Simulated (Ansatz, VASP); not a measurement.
One calculation of Pb, two programs

Contents of INCAR:

```
SYSTEM = Pb
ALGO = Fast
EDIFF = 1E-6
ENCUT = 520
GGA = CA
ISIF = 2
ISMEAR = -1
LASPH = .TRUE.
LCHARG = .FALSE.
LREAL = .FALSE.
LWAVE = .FALSE.
NBANDS = 21
NELM = 100
PREC = Accurate
SIGMA = 0.05
```

The input KPOINTS:

```
k-points
0
G
  9 9 5
  0 0 0
```

The input POSCAR:

```
Pb
1.0
    2.9765770244     -1.7145891186      0.0000000000
    2.9765770244      1.7145891186      0.0000000000
   -2.0722778132      0.0000000000      5.9707976096
Pb
2
Direct
    0.9085084100      0.9085084100      0.7262922000
    0.0914915900      0.0914915900      0.2737078000
```

The input input.yaml:

```yaml
crystal:
  lattice:
    - [2.9765770244, -1.7145891186, 0.0]
    - [2.9765770244, 1.7145891186, 0.0]
    - [-2.0722778132, 0.0, 5.9707976096]
  atoms:
    - { symbol: Pb, position: [0.90850841, 0.90850841, 0.7262922] }
    - { symbol: Pb, position: [0.09149159, 0.09149159, 0.2737078] }
hamiltonian:
  xc: lda
  pseudopotentials: { kind: paw }
kpoints:
  mp_grid: { grid: [9, 9, 5] }
scf:
  occupations: { method: fermi_dirac, width: 0.05 }
output:
  forces: true
  stress: true
  eigenvalues: true
```

Alike in both runs: task single point; functional LDA; k mesh 9 × 9 × 5; occupations fermi-dirac, width 0.05 eV; no spin polarisation.

```csv
,VASP,Ansatz
version,VASP 6.6.1,Ansatz 0.2.0
potentials or method,"VASP PAW LDA potentials, release 64 (Pb_d)",Ansatz PAW
plane-wave cutoff (eV),520,420
valence electrons in the cell,28,28
```

Ansatz gave:

```
gap on the k mesh at the Fermi level (eV)                     : none
pressure (GPa)                                                : -0.7
traceless stress, the component that is largest in VASP (GPa) : 0.07
rms of the force components (eV/Å)                            : 0.040
```

Question: What did VASP give for the same quantities?

Answer: gap on the k mesh at the Fermi level (eV): none; pressure (GPa): -0.6; traceless stress, the component that is largest in VASP (GPa): 0.08; rms of the force components (eV/Å): 0.036.

LDA's correlation is that of Perdew and Zunger in VASP and of Perdew and Wang (1992) in Ansatz. Atom by atom the forces differ by 0.004 eV/Å (rms over components). A gap of «none» marks a metal or a gap that the smearing closes.

Neither program's run includes spin-orbit coupling.
